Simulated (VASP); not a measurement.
# W2Cl3 (P3m1) in VASP: a series of runs

W2Cl3 is run at these levels: PBE; tasks: single point.

All numbers are computed with VASP 6.6.1; they aren't measurements. Logs are shortened: lines on timing, memory, paths and dates and some standing lists are left out, and cuts for length are marked.

## Step 1: The cell of the first run

The structure is trigonal, space group P3m1 (No. 156). The conventional cell has a = 3.033 Å, b = 3.033 Å, c = 13.111 Å, α = 90.00°, β = 90.00°, γ = 120.00°. Within 3.2 Å of W (site symmetry 3m) lie 3 Cl at 2.45 Å and 6 W at 3.03 Å. Within 3.3 Å of W (site symmetry 3m) lie 6 Cl at 2.48 to 2.51 Å and 6 W at 3.03 Å. Within 3.2 Å of Cl (site symmetry 3m) lie 3 W at 2.45 Å and 6 Cl at 3.03 Å. Cl (site symmetry 3m) has 3 W at 2.48 Å and 6 Cl at 3.03 Å within 3.3 Å. Cl (site symmetry 3m) has 3 W at 2.51 Å and 6 Cl at 3.03 Å within 3.3 Å.

## Step 2: Single point, PBE (atoms taken out)

INCAR reads:

```
SYSTEM = W2Cl3
PREC = Accurate ; ENCUT = 520
EDIFF = 1E-7 ; ISMEAR = 0
SIGMA = 0.1 ; LREAL = .False.
LASPH = .True. ; NELM = 100
ALGO = Normal ; ISIF = 2
LWAVE = .False. ; LCHARG = .False.
GGA = PE ; NBANDS = 32
```

KPOINTS reads:

```
regular mesh
0
Gamma
  6 6 2
  0 0 0
```

POSCAR reads:

```
W2Cl3
1.0
    3.0330102777     -0.0000000025      0.0000000000
   -1.5165051367      2.6266639517      0.0000000000
    0.0000000000      0.0000000000     13.1110353695
W Cl
2 3
Direct
    0.0000000000      0.0000000000     -0.0371055135
    0.0000000000      0.0000000000      0.5220518629
    0.3333333333      0.6666666667      0.0938921162
    0.3333333333      0.6666666667      0.6562082573
    0.6666666667      0.3333333333      0.3849532771
```

Potentials or basis: VASP PAW PBE potentials, release 64 (W_sv, Cl).

On the command line:

```
$ cat potpaw_PBE.64/W_sv/POTCAR potpaw_PBE.64/Cl/POTCAR > POTCAR
$ mpirun -np 1 vasp_std > vasp.out
```

OUTCAR:

```text
SYSTEM = W2Cl3
   PREC = Accurate
   ENCUT = 520
   EDIFF = 1E-7
   ISMEAR = 0
   LREAL = .False.
   LASPH = .True.
   NELM = 100
   ISIF = 2
   GGA = PE

 ion  position               nearest neighbor table
   1  0.000  0.000  0.963-   3 2.45   3 2.45   3 2.45
   2  0.000  0.000  0.522-   4 2.48   4 2.48   4 2.48   5 2.51   5 2.51   5 2.51
   3  0.333  0.667  0.094-   1 2.45   1 2.45   1 2.45
   4  0.333  0.667  0.656-   2 2.48   2 2.48   2 2.48
   5  0.667  0.333  0.385-   2 2.51   2 2.51   2 2.51

  LATTYP: Found a hexagonal cell.
 ALAT       =     3.0330102777
 C/A-ratio  =     4.3227797367

  Lattice vectors:

 A1 = (   3.0330102777,  -0.0000000025,   0.0000000000)
 A2 = (  -1.5165051367,   2.6266639517,   0.0000000000)
 A3 = (   0.0000000000,   0.0000000000,  13.1110353695)

Analysis of symmetry for initial positions (statically):
=====================================================================
 Subroutine PRICEL returns:
 Original cell was already a primitive cell.

 Routine SETGRP: Setting up the symmetry group for a
 hexagonal supercell.

 Subroutine GETGRP returns: Found  6 space group operations
 (whereof  6 operations were pure point group operations)
 out of a pool of 24 trial point group operations.

The static configuration has the point symmetry C_3v.

Analysis of symmetry for dynamics (positions and initial velocities):
=====================================================================
 Subroutine PRICEL returns:
 Original cell was already a primitive cell.

 Routine SETGRP: Setting up the symmetry group for a
 hexagonal supercell.

 Subroutine GETGRP returns: Found  6 space group operations
 (whereof  6 operations were pure point group operations)
 out of a pool of 24 trial point group operations.

The dynamic configuration has the point symmetry C_3v.

 Subroutine INISYM returns: Found  6 space group operations
 (whereof  6 operations are pure point group operations),
 and found     1 'primitive' translations

----------------------------------------------------------------------------------------

                                     Primitive cell

  volume of cell :     104.4517

  direct lattice vectors                    reciprocal lattice vectors
     3.033010278 -0.000000003  0.000000000     0.329705444  0.190355527  0.000000000
    -1.516505137  2.626663952  0.000000000     0.000000000  0.380711054  0.000000000
     0.000000000  0.000000000 13.111035369     0.000000000  0.000000000  0.076271627

  length of vectors
     3.033010278  3.033010278 13.111035369     0.380711054  0.380711054  0.076271627

  position of ions in fractional coordinates (direct lattice)
     0.000000000  0.000000000  0.962894486
     0.000000000  0.000000000  0.522051863
     0.333333333  0.666666667  0.093892116
     0.333333333  0.666666667  0.656208257
     0.666666667  0.333333333  0.384953277

  ion indices of the primitive-cell ions
   primitive index   ion index
                 1           1
                 2           2
                 3           3
                 4           4
                 5           5

----------------------------------------------------------------------------------------

 KPOINTS: regular mesh

Automatic generation of k-mesh.
 Grid dimensions read from file:
 generate k-points for:    6    6    2

 Generating k-lattice:

  Cartesian coordinates                     Fractional coordinates (reciprocal lattice)
     0.054950907  0.031725921  0.000000000     0.166666667  0.000000000  0.000000000
     0.000000000  0.063451842  0.000000000     0.000000000  0.166666667  0.000000000
     0.000000000  0.000000000  0.038135814     0.000000000  0.000000000  0.500000000

  Length of vectors
     0.063451842  0.063451842  0.038135814

  Shift w.r.t. Gamma in fractional coordinates (k-lattice)
     0.000000000  0.000000000  0.000000000

 Subroutine IBZKPT returns following result:
 ===========================================

 Found     14 irreducible k-points:

 Following reciprocal coordinates:
            Coordinates               Weight
  0.000000  0.000000  0.000000      1.000000
  0.166667  0.000000  0.000000      6.000000
  0.333333 -0.000000  0.000000      6.000000
  0.500000 -0.000000  0.000000      3.000000
  0.166667  0.166667  0.000000      6.000000
  0.333333  0.166667  0.000000     12.000000
  0.333333  0.333333  0.000000      2.000000
  0.000000  0.000000  0.500000      1.000000
  0.166667  0.000000  0.500000      6.000000
  0.333333 -0.000000  0.500000      6.000000
  0.500000 -0.000000  0.500000      3.000000
  0.166667  0.166667  0.500000      6.000000
  0.333333  0.166667  0.500000     12.000000
  0.333333  0.333333  0.500000      2.000000
   k-points           NKPTS =     14   k-points in BZ     NKDIM =     14   number of bands    NBANDS=     32
   number of dos      NEDOS =    301   number of ions     NIONS =      5
   total plane-waves  NPLWV =  56448
   dimension x,y,z NGX =    24 NGY =   24 NGZ =   98
   dimension x,y,z NGXF=    48 NGYF=   48 NGZF=  196
   ions per type =               2   3
   NGX,Y,Z   is equivalent  to a cutoff of  13.15, 13.15, 12.43 a.u.
   NGXF,Y,Z  is equivalent  to a cutoff of  26.31, 26.31, 24.85 a.u.
 SYSTEM =  W2Cl3
   PREC   = accura    normal or accurate (medium, high low for compatibility)
   ISTART =      0    job   : 0-new  1-cont  2-samecut
   ICHARG =      2    charge: 1-file 2-atom 10-const
   ISPIN  =      1    spin polarized calculation?
   LNONCOLLINEAR =      F non collinear calculations
   LSORBIT =      F    spin-orbit coupling
   LASPH  =      T    aspherical Exc in radial PAW
   ENCUT  =  520.0 eV  38.22 Ry    6.18 a.u.   5.64  5.64 24.38*2*pi/ulx,y,z
   NELM   =    100;   NELMIN=  2; NELMDL= -5     # of ELM steps
   EDIFF  = 0.1E-06   stopping-criterion for ELM
   LREAL  =      F    real-space projection
   EDIFFG = 0.1E-05   stopping-criterion for IOM
   NSW    =      0    number of steps for IOM
   IBRION =     -1    ionic relax: 0-MD 1-quasi-New 2-CG
   NFREE  =      0    steps in history (QN), initial steepest desc. (CG)
   ISIF   =      2    stress and relaxation
   ISYM   =      2    0-nonsym 1-usesym 2-fastsym
   POTIM  = 0.5000    time-step for ionic-motion
   TEBEG  =    0.0;   TEEND  =   0.0 temperature during run
   PSTRESS=    0.0 pullay stress
   NELECT =      49.0000    total number of electrons
   NUPDOWN=      -1.0000    fix difference up-down
   EMIN   =  10.00;   EMAX   =-10.00  energy-range for DOS
   EFERMI =   0.00;   METHOD = LEGACY
   ISMEAR =     0;   SIGMA  =   0.10  broadening in eV -4-tet -1-fermi 0-gaus
   EFERMI_NEDOS =   21; number of points for ismear=-14 and -15
   IALGO  =     38    algorithm
   IMIX   =      4    mixing-type and parameters
     AMIX     =   0.40;   BMIX     =  1.00
     AMIX_MAG =   1.60;   BMIX_MAG =  1.00
  volume/ion in A,a.u.               =      20.89       140.97
  Fermi-wavevector in a.u.,A,eV,Ry     =   1.272043  2.403812 22.015491  1.618093
  Thomas-Fermi vector in A             =   2.404943
   LORBIT       =      0    0 simple, 1 ext, 2 COOP (PROOUT), +10 PAW based schemes
   GGA     = PE    functional components
   LHFCALC =     F    Hartree Fock is set to
   AEXX    =    0.0000 exact exchange contribution
   IVDW    =     0    specifies the selected vdW correction
   LEPSILON=     F    determine dielectric tensor
   LRPA    =     F    only Hartree local field effects (RPA)
 non-spin polarized calculation
 Gauss-broadening in eV      SIGMA  =   0.10
  energy-cutoff  :      520.00
  volume of cell :      104.45
 maximum number of plane-waves:      2838
 NGX is ok and might be reduce to    24
   NGX = 11   NGY = 11   NGZ = 49

 number of electron      48.9999998 magnetization

 Free energy of the ion-electron system (eV)
  ---------------------------------------------------
  ext. energy  EPLUGINS =         0.00000000
  ---------------------------------------------------
  free energy    TOTEN  =       -30.04015968 eV

  energy without entropy =      -30.01059724  energy(sigma->0) =      -30.02537846

 E-fermi :   6.6155     XC(G=0): -10.1161

 val. band max:        6.5800972180   @ k =   0.3333   0.3333   0.5000
 cond. band min:       6.6581370829   @ k =   0.1667   0.0000   0.0000
 fundamental gap:      0.0780398649
 Fermi energy:         6.6155226602

 k-point     1 :       0.0000    0.0000    0.0000
  band No.  band energies     occupation
      1     -68.4220      2.00000
      2     -68.3031      2.00000
      3     -33.0029      2.00000
      4     -32.7610      2.00000
      5     -32.2600      2.00000
      6     -32.2600      2.00000
[... 24 lines left out ...]
     31       7.9068      0.00000
     32       9.5039      0.00000

 k-point     2 :       0.1667    0.0000    0.0000
  band No.  band energies     occupation
      1     -68.4142      2.00000
      2     -68.2956      2.00000
      3     -32.9798      2.00000
      4     -32.7415      2.00000
      5     -32.3905      2.00000
      6     -32.2903      2.00000
[... 24 lines left out ...]
     31       8.1135      0.00000
     32      10.2921      0.00000

 k-point     3 :       0.3333   -0.0000    0.0000
  band No.  band energies     occupation
      1     -68.3985      2.00000
      2     -68.2805      2.00000
      3     -32.9334      2.00000
      4     -32.7022      2.00000
      5     -32.6437      2.00000
      6     -32.4503      2.00000
[... 24 lines left out ...]
     31       9.0174      0.00000
     32       9.7660      0.00000

 k-point     4 :       0.5000   -0.0000    0.0000
  band No.  band energies     occupation
      1     -68.3906      2.00000
      2     -68.2729      2.00000
      3     -32.9102      2.00000
      4     -32.7666      2.00000
      5     -32.6817      2.00000
      6     -32.5676      2.00000
[... 304 lines left out ...]
     31       9.1804      0.00000
     32      10.4339      0.00000

 k-point    13 :       0.3333    0.1667    0.5000
  band No.  band energies     occupation
      1     -68.3906      2.00000
      2     -68.2729      2.00000
      3     -32.9101      2.00000
      4     -32.7030      2.00000
      5     -32.6819      2.00000
      6     -32.5073      2.00000
[... 24 lines left out ...]
     31      11.0253      0.00000
     32      11.2587      0.00000

 k-point    14 :       0.3333    0.3333    0.5000
  band No.  band energies     occupation
      1     -68.3867      2.00000
      2     -68.2691      2.00000
      3     -32.8984      2.00000
      4     -32.6716      2.00000
      5     -32.6161      2.00000
      6     -32.6140      2.00000
[... 24 lines left out ...]
     31      10.6942      0.00000
     32      11.4097      0.00000

------------------------ aborting loop because EDIFF is reached ----------------------------------------

  FORCE on cell =-STRESS in cart. coord.  units (eV):
  Direction    XX          YY          ZZ          XY          YZ          ZX
  --------------------------------------------------------------------------------------
  -------------------------------------------------------------------------------------
  Total       -0.0789653     -0.0789653      0.1968802      0.0000000      0.0000000     -0.0000000
  in kB       -1.2112430     -1.2112430      3.0199318      0.0000000      0.0000000     -0.0000000
  external PRESSURE =       0.1991486 kB  Pullay stress =       0.0000000 kB

 VOLUME and BASIS-vectors are now :
 -----------------------------------------------------------------------------
  energy-cutoff  :      520.00
  volume of cell :      104.45
      direct lattice vectors                 reciprocal lattice vectors
     3.033010278 -0.000000003  0.000000000     0.329705444  0.190355527  0.000000000
    -1.516505137  2.626663952  0.000000000     0.000000000  0.380711054  0.000000000
     0.000000000  0.000000000 13.111035369     0.000000000  0.000000000  0.076271627

 POSITION                                       TOTAL-FORCE (eV/Angst)
 -----------------------------------------------------------------------------------
      0.00000      0.00000     12.62454        -0.000000      0.000000     -0.057128
      0.00000      0.00000      6.84464        -0.000000     -0.000000     -0.004065
      0.00000      1.75111      1.23102         0.000000     -0.000000      0.051384
      0.00000      1.75111      8.60357        -0.000000      0.000000      0.024295
      1.51651      0.87555      5.04714        -0.000000      0.000000     -0.014486
 -----------------------------------------------------------------------------------
    total drift:                                0.000000      0.000000      0.000012

  FREE ENERGIE OF THE ION-ELECTRON SYSTEM (eV)
  ---------------------------------------------------
  free  energy   TOTEN  =       -30.0401596821 eV

  energy  without entropy=      -30.0105972405  energy(sigma->0) =      -30.02537846
```

Wall time 53 s (1 thread of Intel Xeon Platinum 8259CL at 2.50GHz (Skylake/Cascade Lake), shared host); peak memory 0.23 GiB.

Results:

- Free energy: -30.0402 eV
- Pressure: 0.0 GPa
- Largest force: 0.057 eV/Å
- Band gap on the k mesh: zero (an odd number of electrons rules out a gap without spin polarisation)

Forces on the atoms (eV/Å):
```
W    0.000  0.000 -0.057
W    0.000  0.000 -0.004
Cl   0.000  0.000  0.051
Cl   0.000  0.000  0.024
Cl   0.000  0.000 -0.014
```

Stress tensor (GPa, compression positive):
```
-0.12  0.00  0.00
 0.00 -0.12  0.00
 0.00  0.00  0.30
```

Caveat: the k points lie up to 0.40 Å⁻¹ apart, too coarse for converged energies and pressures of a metal; the cell differs from its parent crystal (atoms taken out); spin-orbit coupling is left out, which moves the levels of the heavy elements; an odd number of electrons without spin polarisation forces a metal; a magnetic or distorted state may lie lower.

## Step 3: Single point, PBE (atoms taken out)

INCAR reads:

```
SYSTEM = W2Cl3
PREC = Accurate
ENCUT = 520
EDIFF = 1E-6
ISMEAR = 0
SIGMA = 0.1
LREAL = .FALSE.
LASPH = .TRUE.
NELM = 80
ALGO = Normal
ISIF = 2
LWAVE = .FALSE.
LCHARG = .TRUE.
GGA = PE
LELF = .TRUE.
LVHAR = .TRUE.
NBANDS = 32
```

KPOINTS reads:

```
Automatic mesh
0
G
  6 6 2
  0 0 0
```

POSCAR reads:

```
W2Cl3
1.0
    3.5478260900      0.0000000000      0.0000000000
   -1.7739130400      3.0725075200      0.0000000000
    0.0000000000      0.0000000000     11.3530434800
W Cl
2 3
Direct
    0.0000000000      0.0000000000      0.0000000000
    0.0000000000      0.0000000000      0.5000000000
    0.3333333300      0.6666666700      0.1200000000
    0.3333333300      0.6666666700      0.6200000000
    0.6666666700      0.3333333300      0.3800000000
```

Potentials or basis: VASP PAW PBE potentials, release 64 (W_sv, Cl).

On the command line:

```
$ cat potpaw_PBE.64/W_sv/POTCAR potpaw_PBE.64/Cl/POTCAR > POTCAR
$ mpirun -np 1 vasp_std > vasp.out
```

Run time: 62 s. Hardware: 1 thread of Intel Xeon Platinum 8259CL at 2.50GHz (Skylake/Cascade Lake), shared host; peak memory 0.25 GiB.

The run converged. Its results:

```yaml
Free_energy: -27.5201 eV
Pressure: -6.4 GPa
Largest_force: 1.055 eV/Å
Band_gap_on_the_k_mesh: zero (an odd number of electrons rules out a gap without spin polarisation)
```

Forces on the atoms (eV/Å):
```
W    0.000  0.000 -0.303
W    0.000  0.000  0.030
Cl   0.000  0.000  0.163
Cl   0.000  0.000  1.055
Cl   0.000  0.000 -0.945
```

Stress tensor (GPa, compression positive):
```
-11.80   0.00   0.00
  0.00 -11.80   0.00
  0.00   0.00   4.54
```

Levels at points of the mesh, in eV from the Fermi level:
```tsv
k point	band 22	band 23	band 24	band 25	band 26	band 27	band 28	band 29
(0.00, 0.00, 0.00)	-1.25	-1.25	-0.50	-0.29	-0.29	-0.28	1.36	1.36
(0.50, 0.00, 0.00)	-1.38	-0.45	0.41	0.47	0.59	1.17	1.65	2.29
(0.00, 0.00, 0.50)	-1.25	-1.21	-0.54	-0.30	-0.29	-0.29	1.36	1.36
(0.50, 0.00, 0.50)	-1.38	-0.45	0.41	0.48	0.59	1.17	1.64	2.30
```

Caveat: the cell differs from its parent crystal (atoms taken out); the stress differs along the axes, from -12 to 5 GPa; spin-orbit coupling is left out, which moves the levels of the heavy elements; an odd number of electrons without spin polarisation forces a metal; a magnetic or distorted state may lie lower.

(Part 1 of 2 ends here.)

The gap in the log of VASP goes by the Fermi energy; the results here count the filled bands.